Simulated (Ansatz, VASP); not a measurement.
**Cs in VASP and in Ansatz**

The input POSCAR:

```
Cs
1.0
    0.0000000000      4.0563524147      4.0563524147
    4.0563524147      0.0000000000      4.0563524147
    4.0563524147      4.0563524147      0.0000000000
Cs
1
Direct
    0.0000000000      0.0000000000      0.0000000000
```

Contents of INCAR.step1:

```
PREC = Accurate
ENCUT = 550
ISMEAR = -1
SIGMA = 0.1
LREAL = F
LASPH = T
NELM = 120
NBANDS = 10
GGA = PE
ALGO = Normal
EDIFF = 1E-5
LWAVE = T
LCHARG = F
GGA_COMPAT = F
```

INCAR.step2

```
PREC = Accurate
ENCUT = 550
EDIFF = 1E-6
ISMEAR = -1
SIGMA = 0.1
LREAL = F
LASPH = T
NELM = 120
ALGO = Normal
ISIF = 2
LWAVE = F
LCHARG = T
METAGGA = R2SCAN
LMIXTAU = T
LELF = T
LVHAR = T
NBANDS = 10
ISTART = 1
GGA_COMPAT = F
```

The input KPOINTS:

```
Automatic mesh
0
Gamma
  8 8 8
```

Input for Ansatz:

```yaml
crystal:
  lattice:
    - [0.0, 4.0563524147, 4.0563524147]
    - [4.0563524147, 0.0, 4.0563524147]
    - [4.0563524147, 4.0563524147, 0.0]
  atoms:
    - { symbol: Cs, position: [0.0, 0.0, 0.0] }
hamiltonian:
  xc: r2scan
  pseudopotentials:
    kind: paw
    azcp:
      Cs: "pseudopotentials/Cs.paw.azcp"
basis:
  ecutwfc: 500
  fft_grid_basis: typed
kpoints:
  mp_grid: { grid: [8, 8, 8], shift: [0, 0, 0] }
magnetization:
  spin_polarized: false
scf:
  occupations: { method: fermi_dirac, width: 0.1 }
  lower_state_search: "off"
output:
  stress: true
  write_density: true
  write_potential: true
  elf: true
  volumetric_format: npy
```

Alike in both runs: task single point; functional r2SCAN; k mesh 8 × 8 × 8; occupations fermi-dirac, width 0.1 eV; no spin polarisation.

|  | VASP | Ansatz |
| --- | --- | --- |
| version | VASP 6.6.1 | Ansatz 0.2.0 |
| potentials or method | VASP PAW PBE potentials, release 64 (Cs_sv), cutoff 550 eV | plane waves (500 eV) with PAW, scalar-relativistic |
| valence electrons in the cell | 9 | 9 |

```csv
,VASP,Ansatz,Ansatz less VASP
pressure (GPa),-0.1,-0.1,0.00
```

VASP's potentials were made for PBE, not for r2SCAN.

Spin-orbit coupling is off throughout.
